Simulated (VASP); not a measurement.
KF (Carobbiite), 2 atoms in the cell. Symmetry: Fm-3m, No. 225, cubic system. The conventional cell has a = 5.379 Å, b = 5.379 Å, c = 5.379 Å, α = 90.00°, β = 90.00°, γ = 90.00°. Within 3.5 Å of K (site symmetry m-3m) lie 6 F at 2.69 Å. Within 3.5 Å of F (site symmetry m-3m) lie 6 K at 2.69 Å. 

```yaml
Program: VASP 6.6.1
Task: single point
Functional: PBEsol
Potentials_or_basis: VASP PAW PBE potentials, release 64 (K_sv, F)
Cutoff: 520 eV
k_mesh: 9 × 9 × 9
Occupations: fermi-dirac, width 0.05 eV
Spin: no spin polarisation
Dipole_correction: no
Further_INCAR_settings: ALGO = Normal; EDIFF = 1e-06; NBANDS = 15
```

Potentials or basis: VASP PAW PBE potentials, release 64 (K_sv, F).

Command:

```bash
$ cat potpaw_PBE.64/K_sv/POTCAR potpaw_PBE.64/F/POTCAR > POTCAR
$ mpirun -np 1 vasp_std > vasp.out
```

Hardware: 1 thread of AMD EPYC 9R45 96-Core Processor (Zen 5), on a shared host.

**Question.** Estimate the wall time of this run.

**Answer.** It took 9.3 s on 1 thread of AMD EPYC 9R45 96-Core Processor (Zen 5) (shared host), peak memory 0.13 GiB. Counts: scf iterations 13, k points 35.
